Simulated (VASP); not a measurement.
# KF in VASP: notebook, part 2 of 2

VASP 6.6.1.

## 4. Single point, PBEsol (19.49 Å³/atom)

This run uses another cell than the first one, of 19.49 Å³/atom.

Contents of INCAR:

```
SYSTEM = KF
ALGO = Normal
EDIFF = 1E-6
ENCUT = 520
GGA = PS
ISIF = 2
ISMEAR = -1
LASPH = .True.
LCHARG = .True.
LELF = .True.
LREAL = .False.
LVHAR = .True.
LWAVE = .False.
NBANDS = 15
NELM = 60
PREC = Accurate
SIGMA = 0.01
```

Contents of KPOINTS:

```
k-points
0
Gamma
  9 9 9
  0 0 0
```

Contents of POSCAR:

```
KF
1.0
    0.0000000000      2.6912058140      2.6912058140
    2.6912058140      0.0000000000      2.6912058140
    2.6912058140      2.6912058140      0.0000000000
K F
1 1
Direct
    0.0000000000      0.0000000000      0.0000000000
    0.5000000000      0.5000000000      0.5000000000
```

Potentials or basis: VASP PAW PBE potentials, release 64 (K_sv, F).

The run is started by

```console
$ cat potpaw_PBE.64/K_sv/POTCAR potpaw_PBE.64/F/POTCAR > POTCAR
$ mpirun -np 1 vasp_std > vasp.out
```

OUTCAR:

```text
SYSTEM = KF
   EDIFF = 1E-6
   ENCUT = 520
   GGA = PS
   ISIF = 2
   ISMEAR = -1
   LASPH = .True.
   LREAL = .False.
   NELM = 60
   PREC = Accurate

 ion  position               nearest neighbor table
   1  0.000  0.000  0.000-   2 2.69   2 2.69   2 2.69   2 2.69   2 2.69   2 2.69
   2  0.500  0.500  0.500-   1 2.69   1 2.69   1 2.69   1 2.69   1 2.69   1 2.69

  LATTYP: Found a face centered cubic cell.
 ALAT       =     5.3824116280

  Lattice vectors:

 A1 = (   0.0000000000,   2.6912058140,   2.6912058140)
 A2 = (   2.6912058140,   0.0000000000,   2.6912058140)
 A3 = (   2.6912058140,   2.6912058140,   0.0000000000)

Analysis of symmetry for initial positions (statically):
=====================================================================
 Subroutine PRICEL returns:
 Original cell was already a primitive cell.

 Routine SETGRP: Setting up the symmetry group for a
 face centered cubic supercell.

 Subroutine GETGRP returns: Found 48 space group operations
 (whereof 48 operations were pure point group operations)
 out of a pool of 48 trial point group operations.

The static configuration has the point symmetry O_h .

[... 173 lines left out ...]
      6      -2.9617      2.00000
      7      -2.9617      2.00000
      8      -2.9617      2.00000
      9       2.9626      0.00000
     10       7.6156      0.00000
     11       7.6156      0.00000
     12       7.6156      0.00000
     13       9.2590      0.00000
     14       9.2590      0.00000
[... 401 lines left out ...]
      2     -21.4942      2.00000
      3     -12.8231      2.00000
      4     -12.5117      2.00000
      5     -12.5117      2.00000
      6      -3.2187      2.00000
      7      -3.0230      2.00000
      8      -3.0230      2.00000
      9       5.1724      0.00000
     10       6.9202      0.00000
     11       8.6530      0.00000
     12      10.4766      0.00000
     13      10.9835      0.00000
     14      10.9835      0.00000
     15      12.8699      0.00000

 [... further k-points ...]

------------------------ aborting loop because EDIFF is reached ----------------------------------------

  FORCE on cell =-STRESS in cart. coord.  units (eV):
  Direction    XX          YY          ZZ          XY          YZ          ZX
  --------------------------------------------------------------------------------------
  -------------------------------------------------------------------------------------
  Total       -0.3032106     -0.3032106     -0.3032106      0.0000000      0.0000000     -0.0000000
  in kB      -12.4618976    -12.4618976    -12.4618976      0.0000000      0.0000000     -0.0000000
  external PRESSURE =     -12.4618976 kB  Pullay stress =       0.0000000 kB

 VOLUME and BASIS-vectors are now :
 -----------------------------------------------------------------------------
  energy-cutoff  :      520.00
  volume of cell :       38.98
      direct lattice vectors                 reciprocal lattice vectors
     0.000000000  2.691205814  2.691205814    -0.185790324  0.185790324  0.185790324
     2.691205814  0.000000000  2.691205814     0.185790324 -0.185790324  0.185790324
     2.691205814  2.691205814  0.000000000     0.185790324  0.185790324 -0.185790324

 POSITION                                       TOTAL-FORCE (eV/Angst)
 -----------------------------------------------------------------------------------
      0.00000      0.00000      0.00000         0.000000     -0.000000     -0.000000
      2.69121      2.69121      2.69121        -0.000000      0.000000      0.000000
 -----------------------------------------------------------------------------------
    total drift:                                0.000000      0.000000      0.000000

  FREE ENERGIE OF THE ION-ELECTRON SYSTEM (eV)
  ---------------------------------------------------
  free  energy   TOTEN  =        -8.5157332586 eV

  energy  without entropy=       -8.5157332586  energy(sigma->0) =       -8.51573326
```

OSZICAR:

```text
N       E                     dE             d eps       ncg     rms          rms(c)
DAV:   1     0.107678344871E+03    0.10768E+03   -0.83776E+03  1050   0.105E+03
DAV:   2    -0.527587605460E+01   -0.11295E+03   -0.10350E+03  1344   0.279E+02
DAV:   3    -0.952914936246E+01   -0.42533E+01   -0.42317E+01  1396   0.489E+01
DAV:   4    -0.964742170752E+01   -0.11827E+00   -0.11825E+00  1438   0.754E+00
DAV:   5    -0.964808322963E+01   -0.66152E-03   -0.66152E-03  1411   0.581E-01    0.585E+00
DAV:   6    -0.855761587357E+01    0.10905E+01   -0.30353E+00  1127   0.138E+01    0.394E+00
DAV:   7    -0.852117918560E+01    0.36437E-01   -0.66458E-02  1309   0.221E+00    0.224E+00
DAV:   8    -0.851355280096E+01    0.76264E-02   -0.51807E-02  1260   0.224E+00    0.210E-01
DAV:   9    -0.851509657711E+01   -0.15438E-02   -0.44147E-03  1267   0.556E-01    0.122E-01
DAV:  10    -0.851550267556E+01   -0.40610E-03   -0.37175E-04  1184   0.169E-01    0.803E-02
DAV:  11    -0.851573313717E+01   -0.23046E-03   -0.21681E-04  1106   0.106E-01    0.149E-02
DAV:  12    -0.851573325599E+01   -0.11882E-06   -0.11595E-05  1326   0.333E-02    0.514E-03
DAV:  13    -0.851573325857E+01   -0.25802E-08   -0.25539E-06  1162   0.136E-02
   1 F= -.85157333E+01 E0= -.85157333E+01  d E =-.506292E-13
```

stdout:

```text
POSCAR found type information on POSCAR K F
 POSCAR found :  2 types and       2 ions
 scaLAPACK will be used
 -----------------------------------------------------------------------------
|                                                                             |
|                                                                             |
|     You enforced a specific xc type in the INCAR file but a different       |
|     I HOPE YOU KNOW WHAT YOU ARE DOING!                                     |
|                                                                             |
 -----------------------------------------------------------------------------

 LDA part: xc-table for (Slater+PW92), standard interpolation
 POSCAR, INCAR and KPOINTS ok, starting setup
 FFT: planning ... GRIDC
 FFT: planning ... GRID_SOFT
 FFT: planning ... GRID
 WAVECAR not read
 entering main loop
```

Wall time 40 s (1 thread of Intel Xeon 8259CL, shared host); peak memory 0.16 GiB.

What came out:

```
Free energy            : -8.5157 eV
Pressure               : -1.2 GPa
Band gap on the k mesh : 5.92 eV
```

Caveat: the PAW data sets were made with another functional, which shifts forces and pressure a little; an odd mesh through Γ misses points on the zone boundary, where band edges can lie.

## 5. Single point, PBEsol (20.26 Å³/atom)

This run uses another cell than the first one, of 20.26 Å³/atom.

Contents of INCAR:

```
PREC = Accurate ; ENCUT = 520
EDIFF = 1E-7 ; ISMEAR = -1
SIGMA = 0.01 ; LREAL = F
LASPH = T ; NELM = 60
ALGO = Normal ; ISIF = 2
LWAVE = F ; LCHARG = F
GGA = PS ; NBANDS = 15
```

Contents of KPOINTS:

```
Automatic mesh
0
Gamma
  9 9 9
```

Contents of POSCAR:

```
KF
1.0
    0.0000000000      2.7259348808      2.7259348808
    2.7259348808      0.0000000000      2.7259348808
    2.7259348808      2.7259348808      0.0000000000
K F
1 1
Direct
    0.0000000000      0.0000000000      0.0000000000
    0.5000000000      0.5000000000      0.5000000000
```

Potentials or basis: VASP PAW PBE potentials, release 64 (K_sv, F).

The run is started by

```console
$ cat potpaw_PBE.64/K_sv/POTCAR potpaw_PBE.64/F/POTCAR > POTCAR
$ mpirun -np 1 vasp_std > vasp.out
```

OUTCAR:

```text
PREC = Accurate
   ENCUT = 520
   EDIFF = 1E-7
   ISMEAR = -1
   LREAL = F
   LASPH = T
   NELM = 60
   ISIF = 2
   GGA = PS

 ion  position               nearest neighbor table
   1  0.000  0.000  0.000-   2 2.73   2 2.73   2 2.73   2 2.73   2 2.73   2 2.73
   2  0.500  0.500  0.500-   1 2.73   1 2.73   1 2.73   1 2.73   1 2.73   1 2.73

  LATTYP: Found a face centered cubic cell.
 ALAT       =     5.4518697616

  Lattice vectors:

 A1 = (   0.0000000000,   2.7259348808,   2.7259348808)
 A2 = (   2.7259348808,   0.0000000000,   2.7259348808)
 A3 = (   2.7259348808,   2.7259348808,   0.0000000000)

Analysis of symmetry for initial positions (statically):
=====================================================================
 Subroutine PRICEL returns:
 Original cell was already a primitive cell.

 Routine SETGRP: Setting up the symmetry group for a
 face centered cubic supercell.

 Subroutine GETGRP returns: Found 48 space group operations
 (whereof 48 operations were pure point group operations)
 out of a pool of 48 trial point group operations.

The static configuration has the point symmetry O_h .

Analysis of symmetry for dynamics (positions and initial velocities):
=====================================================================
 Subroutine PRICEL returns:
 Original cell was already a primitive cell.

 Routine SETGRP: Setting up the symmetry group for a
 face centered cubic supercell.

 Subroutine GETGRP returns: Found 48 space group operations
 (whereof 48 operations were pure point group operations)
 out of a pool of 48 trial point group operations.

The dynamic configuration has the point symmetry O_h .

 Subroutine INISYM returns: Found 48 space group operations
 (whereof 48 operations are pure point group operations),
 and found     1 'primitive' translations

----------------------------------------------------------------------------------------

                                     Primitive cell

  volume of cell :      40.5113

  direct lattice vectors                    reciprocal lattice vectors
     0.000000000  2.725934881  2.725934881    -0.183423310  0.183423310  0.183423310
     2.725934881  0.000000000  2.725934881     0.183423310 -0.183423310  0.183423310
     2.725934881  2.725934881  0.000000000     0.183423310  0.183423310 -0.183423310

  length of vectors
     3.855054079  3.855054079  3.855054079     0.317698493  0.317698493  0.317698493

  position of ions in fractional coordinates (direct lattice)
     0.000000000  0.000000000  0.000000000
     0.500000000  0.500000000  0.500000000

  ion indices of the primitive-cell ions
   primitive index   ion index
                 1           1
                 2           2

----------------------------------------------------------------------------------------

 KPOINTS: Automatic mesh

Automatic generation of k-mesh.
 Grid dimensions read from file:
 generate k-points for:    9    9    9

 Generating k-lattice:

  Cartesian coordinates                     Fractional coordinates (reciprocal lattice)
    -0.020380368  0.020380368  0.020380368     0.111111111  0.000000000  0.000000000
     0.020380368 -0.020380368  0.020380368     0.000000000  0.111111111  0.000000000
     0.020380368  0.020380368 -0.020380368     0.000000000  0.000000000  0.111111111
[... 40 lines left out ...]
   number of dos      NEDOS =    301   number of ions     NIONS =      2
   total plane-waves  NPLWV =  27000
   dimension x,y,z NGX =    30 NGY =   30 NGZ =   30
   dimension x,y,z NGXF=    60 NGYF=   60 NGZF=   60
   ions per type =               1   1
   NGX,Y,Z   is equivalent  to a cutoff of  12.94, 12.94, 12.94 a.u.
   NGXF,Y,Z  is equivalent  to a cutoff of  25.87, 25.87, 25.87 a.u.
 SYSTEM =  unknown system
   PREC   = accura    normal or accurate (medium, high low for compatibility)
   ISTART =      0    job   : 0-new  1-cont  2-samecut
   ICHARG =      2    charge: 1-file 2-atom 10-const
   ISPIN  =      1    spin polarized calculation?
   LNONCOLLINEAR =      F non collinear calculations
   LSORBIT =      F    spin-orbit coupling
   LASPH  =      T    aspherical Exc in radial PAW
   ENCUT  =  520.0 eV  38.22 Ry    6.18 a.u.   7.17  7.17  7.17*2*pi/ulx,y,z
   NELM   =     60;   NELMIN=  2; NELMDL= -5     # of ELM steps
   EDIFF  = 0.1E-06   stopping-criterion for ELM
   LREAL  =      F    real-space projection
   EDIFFG = 0.1E-05   stopping-criterion for IOM
   NSW    =      0    number of steps for IOM
   IBRION =     -1    ionic relax: 0-MD 1-quasi-New 2-CG
   NFREE  =      0    steps in history (QN), initial steepest desc. (CG)
   ISIF   =      2    stress and relaxation
   ISYM   =      2    0-nonsym 1-usesym 2-fastsym
   POTIM  = 0.5000    time-step for ionic-motion
   TEBEG  =    0.0;   TEEND  =   0.0 temperature during run
   PSTRESS=    0.0 pullay stress
   NELECT =      16.0000    total number of electrons
   NUPDOWN=      -1.0000    fix difference up-down
   EMIN   =  10.00;   EMAX   =-10.00  energy-range for DOS
   EFERMI =   0.00;   METHOD = LEGACY
   ISMEAR =    -1;   SIGMA  =   0.01  broadening in eV -4-tet -1-fermi 0-gaus
   EFERMI_NEDOS =   21; number of points for ismear=-14 and -15
   IALGO  =     38    algorithm
   IMIX   =      4    mixing-type and parameters
     AMIX     =   0.40;   BMIX     =  1.00
     AMIX_MAG =   1.60;   BMIX_MAG =  1.00
  volume/ion in A,a.u.               =      20.26       136.69
  Fermi-wavevector in a.u.,A,eV,Ry     =   1.201128  2.269803 19.629246  1.442709
  Thomas-Fermi vector in A             =   2.336945
   LORBIT       =      0    0 simple, 1 ext, 2 COOP (PROOUT), +10 PAW based schemes
   GGA     = PS    functional components
   LHFCALC =     F    Hartree Fock is set to
   AEXX    =    0.0000 exact exchange contribution
   IVDW    =     0    specifies the selected vdW correction
   LEPSILON=     F    determine dielectric tensor
   LRPA    =     F    only Hartree local field effects (RPA)
 non-spin polarized calculation
  energy-cutoff  :      520.00
  volume of cell :       40.51
 maximum number of plane-waves:      1113
 NGX is ok and might be reduce to    30
   NGX = 15   NGY = 15   NGZ = 15

 number of electron      15.9999993 magnetization

 Free energy of the ion-electron system (eV)
  ---------------------------------------------------
  ext. energy  EPLUGINS =         0.00000000
  ---------------------------------------------------
  free energy    TOTEN  =        -8.50094932 eV

  energy without entropy =       -8.50094932  energy(sigma->0) =       -8.50094932

 E-fermi :  -2.8586     XC(G=0):  -8.3210

 val. band max:       -3.0520352230   @ k =   0.0000   0.0000   0.0000
 cond. band min:       2.6921129261   @ k =   0.0000   0.0000   0.0000
 fundamental gap:      5.7441481491
 Fermi energy:        -2.8585921366

 k-point     1 :       0.0000    0.0000    0.0000
  band No.  band energies     occupation
      1     -29.1916      2.00000
      2     -21.5489      2.00000
      3     -12.5431      2.00000
      4     -12.5431      2.00000
      5     -12.5431      2.00000
      6      -3.0520      2.00000
      7      -3.0520      2.00000
      8      -3.0520      2.00000
      9       2.6921      0.00000
     10       7.4206      0.00000
     11       7.4206      0.00000
     12       7.4206      0.00000
     13       9.0115      0.00000
     14       9.0115      0.00000
[... 401 lines left out ...]
      2     -21.5571      2.00000
      3     -12.9916      2.00000
      4     -12.7169      2.00000
      5     -12.7169      2.00000
      6      -3.3201      2.00000
      7      -3.1195      2.00000
      8      -3.1195      2.00000
      9       5.0512      0.00000
     10       6.6091      0.00000
     11       8.2927      0.00000
     12      10.1834      0.00000
     13      10.6576      0.00000
     14      10.6576      0.00000
     15      12.3592      0.00000

 [... further k-points ...]

------------------------ aborting loop because EDIFF is reached ----------------------------------------

  FORCE on cell =-STRESS in cart. coord.  units (eV):
  Direction    XX          YY          ZZ          XY          YZ          ZX
  --------------------------------------------------------------------------------------
  -------------------------------------------------------------------------------------
  Total       -0.5560231     -0.5560231     -0.5560231      0.0000000      0.0000000     -0.0000000
  in kB      -21.9900876    -21.9900876    -21.9900876      0.0000000      0.0000000     -0.0000000
  external PRESSURE =     -21.9900876 kB  Pullay stress =       0.0000000 kB

 VOLUME and BASIS-vectors are now :
 -----------------------------------------------------------------------------
  energy-cutoff  :      520.00
  volume of cell :       40.51
      direct lattice vectors                 reciprocal lattice vectors
     0.000000000  2.725934881  2.725934881    -0.183423310  0.183423310  0.183423310
     2.725934881  0.000000000  2.725934881     0.183423310 -0.183423310  0.183423310
     2.725934881  2.725934881  0.000000000     0.183423310  0.183423310 -0.183423310

 POSITION                                       TOTAL-FORCE (eV/Angst)
 -----------------------------------------------------------------------------------
      0.00000      0.00000      0.00000        -0.000000      0.000000      0.000000
      2.72593      2.72593      2.72593         0.000000      0.000000     -0.000000
 -----------------------------------------------------------------------------------
    total drift:                                0.000000      0.000000      0.000000

  FREE ENERGIE OF THE ION-ELECTRON SYSTEM (eV)
  ---------------------------------------------------
  free  energy   TOTEN  =        -8.5009493156 eV

  energy  without entropy=       -8.5009493156  energy(sigma->0) =       -8.50094932
```

It took 50 s on 1 thread of Intel Xeon 8259CL, shared host; peak memory 0.17 GiB.

Results:

* Free energy: -8.5009 eV
* Pressure: -2.2 GPa
* Band gap on the k mesh: 5.74 eV

Levels at points of the mesh, in eV from the valence-band top:
```
           k point  band 4  band 5  band 6  band 7  band 8  band 9  band 10  band 11  band 12  band 13
(0.00, 0.00, 0.00)   -9.49   -9.49    0.00    0.00    0.00    5.74    10.47    10.47    10.47    12.06
```

Caveat: the PAW data sets were made with another functional, which shifts forces and pressure a little; an odd mesh through Γ misses points on the zone boundary, where band edges can lie.

## 6. Single point, PBEsol (equal xx and yy strain of -2 %)

Contents of INCAR:

```
SYSTEM = KF
PREC     = Accurate       ! precision mode
ENCUT    = 520            ! plane-wave cutoff, eV
EDIFF    = 1E-7           ! SCF threshold, eV
ISMEAR   = -1             ! smearing method
SIGMA    = 0.01           ! smearing width, eV
LREAL    = .False.        ! projectors in reciprocal space
LASPH    = .True.         ! aspherical terms in the spheres
NELM     = 100            ! most SCF steps
ALGO     = Normal         ! electronic algorithm
ISIF     = 2              ! what is computed and relaxed
LWAVE    = .False.        ! write WAVECAR
LCHARG   = .False.        ! write CHGCAR
GGA      = PS             ! functional
NBANDS   = 15             ! bands
```

Contents of KPOINTS:

```
regular mesh
0
Gamma
  9 9 9
  0 0 0
```

Contents of POSCAR:

```
KF
1.0
    0.0000000000      2.6200300000      2.6735000000
    2.6200300000      0.0000000000      2.6735000000
    2.6200300000      2.6200300000      0.0000000000
K F
1 1
Direct
    0.0000000000      0.0000000000      0.0000000000
    0.5000000000      0.5000000000      0.5000000000
```

Potentials or basis: VASP PAW PBE potentials, release 64 (K_sv, F).

The run is started by

```console
$ cat potpaw_PBE.64/K_sv/POTCAR potpaw_PBE.64/F/POTCAR > POTCAR
$ mpirun -np 1 vasp_std > vasp.out
```

Wall time 74 s (1 thread of Intel Xeon 8259CL, shared host); peak memory 0.18 GiB.

It converged, with:

```yaml
Free_energy: -8.5158 eV
Pressure: 0.7 GPa
Band_gap_on_the_k_mesh: 6.21 eV
```

Stress tensor (GPa, compression positive):
```
 1.14  0.00  0.00
 0.00  1.14  0.00
 0.00  0.00 -0.10
```

Levels at points of the mesh, in eV from the valence-band top:
```
           k point  band 4  band 5  band 6  band 7  band 8  band 9  band 10  band 11  band 12  band 13
(0.00, 0.00, 0.00)   -9.15   -9.15   -0.03    0.00    0.00    6.21    10.64    10.77    10.77    12.36
```

Caveat: the cell differs from its parent crystal (equal xx and yy strain of -2 %); the PAW data sets were made with another functional, which shifts forces and pressure a little; an odd mesh through Γ misses points on the zone boundary, where band edges can lie.

## 7. Summary

| cell | gap on the mesh (eV) | pressure (GPa) |
| --- | --- | --- |
| a = 3.730 Å, angles 60.0°, 2 atoms | 6.23 | 0.7 |
| a = 3.768 Å, angles 60.0°, 2 atoms | 6.07 | -0.4 |
| a = 3.806 Å, angles 60.0°, 2 atoms | 5.92 | -1.2 |
| a = 3.855 Å, angles 60.0°, 2 atoms | 5.74 | -2.2 |
| a = 3.743, b = 3.743, c = 3.705 Å, angles 60.3, 60.3, 59.3°, 2 atoms | 6.21 | 0.7 |

Alike in all rows: task single point; level PBEsol; potentials or basis VASP PAW PBE potentials, release 64 (K_sv, F); no spin polarisation; k mesh 9 × 9 × 9; cutoff (eV) 520; smearing fermi-dirac 0.01 eV.

Caveats: the PAW data sets were made with another functional, which shifts forces and pressure a little; an odd mesh through Γ misses points on the zone boundary, where band edges can lie.

Total energies depend on the potentials used, so only differences within one code and one set of settings carry meaning.
